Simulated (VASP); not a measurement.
# AlN (P6_3mc) in VASP: single point with HSE06

Aim: the single point of AlN with HSE06.

Everything below comes from runs of VASP 6.6.1. Logs are shortened: lines on timing, memory, paths and dates and some standing lists are left out, and cuts for length are marked.

## (1) The cell of the first run

The structure is hexagonal, space group P6_3mc (No. 186). The conventional cell has a = 3.107 Å, b = 3.107 Å, c = 4.929 Å, α = 90.00°, β = 90.00°, γ = 120.00°. Within 2.5 Å of Al (site symmetry 3m) lie 4 N at 1.88 to 1.89 Å. N (site symmetry 3m) has 4 Al at 1.88 to 1.89 Å within 2.5 Å.

## (2) Single point, HSE06 (uniaxial z strain -1.0%)

POSCAR

```
AlN
1.0
    3.1066937602      0.0000000000      0.0000000000
   -1.5533468801      2.6904757181      0.0000000000
    0.0000000000      0.0000000000      4.9288056364
Al N
2 2
Direct
    0.3333333333      0.6666666667     -0.0042619043
    0.6666666667      0.3333333333      0.4957380957
    0.3333333333      0.6666666667      0.3792619043
    0.6666666667      0.3333333333      0.8792619043
```

INCAR.step1

```
ALGO     = Normal         # electronic algorithm
EDIFF    = 1E-5           # SCF threshold, eV
ENCUT    = 520            # plane-wave cutoff, eV
GGA      = PE             # functional
ISIF     = 2              # what is computed and relaxed
ISMEAR   = 0              # smearing method
LASPH    = True           # aspherical terms in the spheres
LREAL    = False          # projectors in reciprocal space
LWAVE    = True           # write WAVECAR
NBANDS   = 16             # bands
NELM     = 100            # most SCF steps
PREC     = Accurate       # precision mode
SIGMA    = 0.01           # smearing width, eV
```

INCAR.step2

```
ALGO     = Normal         # electronic algorithm
EDIFF    = 1E-6           # SCF threshold, eV
ENCUT    = 520            # plane-wave cutoff, eV
GGA      = PE             # functional
HFSCREEN = 0.2079         # screening, 1/A
ISIF     = 2              # what is computed and relaxed
ISMEAR   = 0              # smearing method
ISTART   = 1            
LASPH    = True           # aspherical terms in the spheres
LCHARG   = True           # write CHGCAR
LELF     = True           # ELF
LHFCALC  = True           # exact exchange
LREAL    = False          # projectors in reciprocal space
LVHAR    = True         
LWAVE    = False          # write WAVECAR
NBANDS   = 16             # bands
NELM     = 100            # most SCF steps
PREC     = Accurate       # precision mode
PRECFOCK = Normal       
SIGMA    = 0.01           # smearing width, eV
```

KPOINTS

```
k-points
0
Gamma
  6 6 4
```

Potentials or basis: VASP PAW PBE potentials, release 64 (Al, N).

The run is started by

```
> cat potpaw_PBE.64/Al/POTCAR potpaw_PBE.64/N/POTCAR > POTCAR
> cp INCAR.step1 INCAR
> mpirun -np 1 vasp_std > vasp.out
> cp INCAR.step2 INCAR
> mpirun -np 1 vasp_std > vasp.out
```

OUTCAR:

```text
EDIFF = 1E-6
   ENCUT = 520
   GGA = PE
   HFSCREEN = 0.2079
   ISIF = 2
   ISMEAR = 0
   ISTART = 1
   LASPH = True
   LHFCALC = True
   LREAL = False
   NELM = 100
   PREC = Accurate
   PRECFOCK = Normal

 ion  position               nearest neighbor table
   1  0.333  0.667  0.996-   4 1.88   4 1.88   4 1.88   3 1.89   2 3.05   2 3.05   2 3.05   2 3.05
                             2 3.05   2 3.05
   2  0.667  0.333  0.496-   3 1.88   3 1.88   3 1.88   4 1.89   1 3.05   1 3.05   1 3.05   1 3.05
                             1 3.05   1 3.05
   3  0.333  0.667  0.379-   2 1.88   2 1.88   2 1.88   1 1.89
   4  0.667  0.333  0.879-   1 1.88   1 1.88   1 1.88   2 1.89

  LATTYP: Found a hexagonal cell.
 ALAT       =     3.1066937602
 C/A-ratio  =     1.5865115833

  Lattice vectors:

 A1 = (   3.1066937602,   0.0000000000,   0.0000000000)
 A2 = (  -1.5533468801,   2.6904757181,   0.0000000000)
 A3 = (   0.0000000000,   0.0000000000,   4.9288056364)

Analysis of symmetry for initial positions (statically):
=====================================================================
 Subroutine PRICEL returns:
 Original cell was already a primitive cell.

 Routine SETGRP: Setting up the symmetry group for a
 hexagonal supercell.

 Subroutine GETGRP returns: Found 12 space group operations
 (whereof  6 operations were pure point group operations)
 out of a pool of 24 trial point group operations.

The static configuration has the point symmetry C_3v.
 The point group associated with its full space group is C_6v.

Analysis of symmetry for dynamics (positions and initial velocities):
=====================================================================
 Subroutine PRICEL returns:
 Original cell was already a primitive cell.

 Routine SETGRP: Setting up the symmetry group for a
 hexagonal supercell.

 Subroutine GETGRP returns: Found 12 space group operations
 (whereof  6 operations were pure point group operations)
 out of a pool of 24 trial point group operations.

The dynamic configuration has the point symmetry C_3v.
 The point group associated with its full space group is C_6v.

 Subroutine INISYM returns: Found 12 space group operations
 (whereof  6 operations are pure point group operations),
 and found     1 'primitive' translations

----------------------------------------------------------------------------------------

                                     Primitive cell

  volume of cell :      41.1973

  direct lattice vectors                    reciprocal lattice vectors
     3.106693760  0.000000000  0.000000000     0.321885605  0.185840741  0.000000000
    -1.553346880  2.690475718  0.000000000     0.000000000  0.371681481  0.000000000
     0.000000000  0.000000000  4.928805636     0.000000000  0.000000000  0.202888909

  length of vectors
     3.106693760  3.106693760  4.928805636     0.371681481  0.371681481  0.202888909

  position of ions in fractional coordinates (direct lattice)
     0.333333333  0.666666667  0.995738096
     0.666666667  0.333333333  0.495738096
     0.333333333  0.666666667  0.379261904
     0.666666667  0.333333333  0.879261904

  ion indices of the primitive-cell ions
   primitive index   ion index
                 1           1
                 2           2
                 3           3
                 4           4

----------------------------------------------------------------------------------------

 KPOINTS: k-points

Automatic generation of k-mesh.
 Grid dimensions read from file:
 generate k-points for:    6    6    4

 Generating k-lattice:

  Cartesian coordinates                     Fractional coordinates (reciprocal lattice)
     0.053647601  0.030973457  0.000000000     0.166666667  0.000000000  0.000000000
     0.000000000  0.061946914  0.000000000     0.000000000  0.166666667  0.000000000
     0.000000000  0.000000000  0.050722227     0.000000000  0.000000000  0.250000000

  Length of vectors
     0.061946914  0.061946914  0.050722227

  Shift w.r.t. Gamma in fractional coordinates (k-lattice)
     0.000000000  0.000000000  0.000000000

 Subroutine IBZKPT returns following result:
 ===========================================

 Found     21 irreducible k-points:

 Following reciprocal coordinates:
            Coordinates               Weight
  0.000000  0.000000  0.000000      1.000000
  0.166667  0.000000  0.000000      6.000000
  0.333333  0.000000  0.000000      6.000000
  0.500000 -0.000000  0.000000      3.000000
  0.166667  0.166667  0.000000      6.000000
  0.333333  0.166667  0.000000     12.000000
[... 13 lines left out ...]
  0.333333  0.166667  0.500000     12.000000
  0.333333  0.333333  0.500000      2.000000
   k-points           NKPTS =     21   k-points in BZ     NKDIM =    144   number of bands    NBANDS=     16
   number of dos      NEDOS =    301   number of ions     NIONS =      4
   total plane-waves  NPLWV =  23040
   dimension x,y,z NGX =    24 NGY =   24 NGZ =   40
   dimension x,y,z NGXF=    48 NGYF=   48 NGZF=   80
   ions per type =               2   2
   NGX,Y,Z   is equivalent  to a cutoff of  12.84, 12.84, 13.49 a.u.
   NGXF,Y,Z  is equivalent  to a cutoff of  25.69, 25.69, 26.98 a.u.
 SYSTEM =  unknown system
   PREC   = accura    normal or accurate (medium, high low for compatibility)
   ISTART =      1    job   : 0-new  1-cont  2-samecut
   ICHARG =      0    charge: 1-file 2-atom 10-const
   ISPIN  =      1    spin polarized calculation?
   LNONCOLLINEAR =      F non collinear calculations
   LSORBIT =      F    spin-orbit coupling
   LASPH  =      T    aspherical Exc in radial PAW
   ENCUT  =  520.0 eV  38.22 Ry    6.18 a.u.   5.78  5.78  9.16*2*pi/ulx,y,z
   NELM   =    100;   NELMIN=  2; NELMDL=  0     # of ELM steps
   EDIFF  = 0.1E-05   stopping-criterion for ELM
   LREAL  =      F    real-space projection
   EDIFFG = 0.1E-04   stopping-criterion for IOM
   NSW    =      0    number of steps for IOM
   IBRION =     -1    ionic relax: 0-MD 1-quasi-New 2-CG
   NFREE  =      0    steps in history (QN), initial steepest desc. (CG)
   ISIF   =      2    stress and relaxation
   ISYM   =      3    0-nonsym 1-usesym 2-fastsym
   POTIM  = 0.5000    time-step for ionic-motion
   TEBEG  =    0.0;   TEEND  =   0.0 temperature during run
   PSTRESS=    0.0 pullay stress
   NELECT =      16.0000    total number of electrons
   NUPDOWN=      -1.0000    fix difference up-down
   EMIN   =  10.00;   EMAX   =-10.00  energy-range for DOS
   EFERMI =   0.00;   METHOD = LEGACY
   ISMEAR =     0;   SIGMA  =   0.01  broadening in eV -4-tet -1-fermi 0-gaus
   EFERMI_NEDOS =   21; number of points for ismear=-14 and -15
   IALGO  =     38    algorithm
   IMIX   =      1    mixing-type and parameters
     AMIX     =   0.40;   BMIX     =  1.00
     AMIX_MAG =   1.60;   BMIX_MAG =  1.00
  volume/ion in A,a.u.               =      10.30        69.50
  Fermi-wavevector in a.u.,A,eV,Ry     =   1.194424  2.257134 19.410725  1.426648
  Thomas-Fermi vector in A             =   2.330414
   LORBIT       =      0    0 simple, 1 ext, 2 COOP (PROOUT), +10 PAW based schemes
   GGA     = PE    functional components
   LHFCALC =     T    Hartree Fock is set to
   PRECFOCK=normal    Normal, Fast or Accurate (Low or Medium for compatibility)
   ENCUT4O =  -1.0   cutoff for four orbital integrals eV
   NKREDX  =     1    reduce k-point grid by
   NKREDY  =     1    reduce k-point grid by
   NKREDZ  =     1    reduce k-point grid by
   AEXX    =    0.2500 exact exchange contribution
   HFSCREEN=    0.2079 screening length (either q_TF or 0.3 A-1)
   HFSCREENC=   0.2079 screening length for correlation (either q_TF or 0.3 A-1)
   ENCUTFOCK=  -1.0 apply spherical cutoff to Coloumb kernel
   IVDW    =     0    specifies the selected vdW correction
   LEPSILON=     F    determine dielectric tensor
   LRPA    =     F    only Hartree local field effects (RPA)
 non-spin polarized calculation
 Gauss-broadening in eV      SIGMA  =   0.01
  energy-cutoff  :      520.00
  volume of cell :       41.20
 maximum number of plane-waves:      1132
 NGX is ok and might be reduce to    24
  NGX = 18; NGY = 18; NGZ = 28

 number of electron      15.9999997 magnetization

 Free energy of the ion-electron system (eV)
  ---------------------------------------------------
  ext. energy  EPLUGINS =         0.00000000
  ---------------------------------------------------
  free energy    TOTEN  =       -34.89195510 eV

  energy without entropy =      -34.89195510  energy(sigma->0) =      -34.89195510

 E-fermi :   5.5252     XC(G=0):  -9.0421

 val. band max:        5.4358842705   @ k =   0.0000   0.0000   0.0000
 cond. band min:      11.0708315538   @ k =   0.0000   0.0000   0.0000
 fundamental gap:      5.6349472833
 Fermi energy:         5.5251985035

 k-point     1 :       0.0000    0.0000    0.0000
  band No.  band energies     occupation
      1     -11.4164      2.00000
      2      -9.0412      2.00000
      3      -1.1634      2.00000
      4       4.3580      2.00000
      5       4.3580      2.00000
      6       5.1147      2.00000
[... 8 lines left out ...]
     15      20.3351      0.00000
     16      20.4945      0.00000

 k-point     2 :       0.1667    0.0000    0.0000
  band No.  band energies     occupation
      1     -11.0417      2.00000
      2      -8.8431      2.00000
      3      -0.7073      2.00000
      4       2.8497      2.00000
      5       3.7646      2.00000
      6       3.9274      2.00000
[... 8 lines left out ...]
     15      19.6819      0.00000
     16      19.9206      0.00000

 k-point     3 :       0.3333    0.0000    0.0000
  band No.  band energies     occupation
      1     -10.0743      2.00000
      2      -8.4998      2.00000
      3       0.4478      2.00000
      4       0.5409      2.00000
      5       1.7649      2.00000
      6       3.2762      2.00000
[... 8 lines left out ...]
     15      19.4978      0.00000
     16      21.7521      0.00000

 k-point     4 :       0.5000   -0.0000    0.0000
  band No.  band energies     occupation
      1      -9.2920      2.00000
      2      -8.5201      2.00000
      3      -0.5862      2.00000
      4       0.8377      2.00000
      5       1.7064      2.00000
      6       3.0043      2.00000
[... 8 lines left out ...]
     15      20.1295      0.00000
     16      22.6479      0.00000
[... 267 lines left out ...]
 k-point    19 :       0.1667    0.1667    0.5000
  band No.  band energies     occupation
      1      -9.5646      2.00000
      2      -9.5646      2.00000
      3       0.7654      2.00000
      4       0.7654      2.00000
      5       3.3511      2.00000
      6       3.3511      2.00000
[... 8 lines left out ...]
     15      20.1936      0.00000
     16      20.1936      0.00000

 k-point    20 :       0.3333    0.1667    0.5000
  band No.  band energies     occupation
      1      -8.8980      2.00000
      2      -8.8980      2.00000
      3      -0.2857      2.00000
      4      -0.2857      2.00000
      5       2.4817      2.00000
      6       2.4817      2.00000
[... 8 lines left out ...]
     15      20.7817      0.00000
     16      20.7817      0.00000

 k-point    21 :       0.3333    0.3333    0.5000
  band No.  band energies     occupation
      1      -8.6573      2.00000
      2      -8.6573      2.00000
      3       0.0531      2.00000
      4       0.0531      2.00000
      5       1.1493      2.00000
      6       1.1493      2.00000
[... 8 lines left out ...]
     15      20.9760      0.00000
     16      20.9760      0.00000

------------------------ aborting loop because EDIFF is reached ----------------------------------------

  FORCE on cell =-STRESS in cart. coord.  units (eV):
  Direction    XX          YY          ZZ          XY          YZ          ZX
  --------------------------------------------------------------------------------------
  -------------------------------------------------------------------------------------
  Total        0.0938095      0.0938095      0.7625171      0.0000000      0.0000000      0.0000000
  in kB        3.6482797      3.6482797     29.6545220      0.0000000      0.0000000      0.0000000
  external PRESSURE =      12.3170271 kB  Pullay stress =       0.0000000 kB

 VOLUME and BASIS-vectors are now :
 -----------------------------------------------------------------------------
  energy-cutoff  :      520.00
  volume of cell :       41.20
      direct lattice vectors                 reciprocal lattice vectors
     3.106693760  0.000000000  0.000000000     0.321885605  0.185840741  0.000000000
    -1.553346880  2.690475718  0.000000000     0.000000000  0.371681481  0.000000000
     0.000000000  0.000000000  4.928805636     0.000000000  0.000000000  0.202888909

 POSITION                                       TOTAL-FORCE (eV/Angst)
 -----------------------------------------------------------------------------------
     -0.00000      1.79365      4.90780         0.000000      0.000000     -0.010088
      1.55335      0.89683      2.44340        -0.000000      0.000000     -0.010088
     -0.00000      1.79365      1.86931        -0.000000     -0.000000      0.010088
      1.55335      0.89683      4.33371         0.000000      0.000000      0.010088
 -----------------------------------------------------------------------------------
    total drift:                                0.000000      0.000000     -0.000784

  FREE ENERGIE OF THE ION-ELECTRON SYSTEM (eV)
  ---------------------------------------------------
  free  energy   TOTEN  =       -34.8919550999 eV

  energy  without entropy=      -34.8919550999  energy(sigma->0) =      -34.89195510
```

It took 53 min on 1 thread of Intel Xeon 8259CL, shared host; peak memory 0.26 GiB.

Results:

| Item | Value |
| --- | --- |
| Free energy | -34.8920 eV |
| Pressure | 1.2 GPa |
| Largest force | 0.010 eV/Å |
| Band gap on the k mesh | 5.63 eV |

Forces on the atoms (eV/Å):
```
Al   0.000  0.000 -0.010
Al   0.000  0.000 -0.010
N    0.000  0.000  0.010
N    0.000  0.000  0.010
```

Caveat: the cell differs from its parent crystal (uniaxial z strain -1.0%); the PAW data sets were made with another functional, which shifts forces and pressure a little.
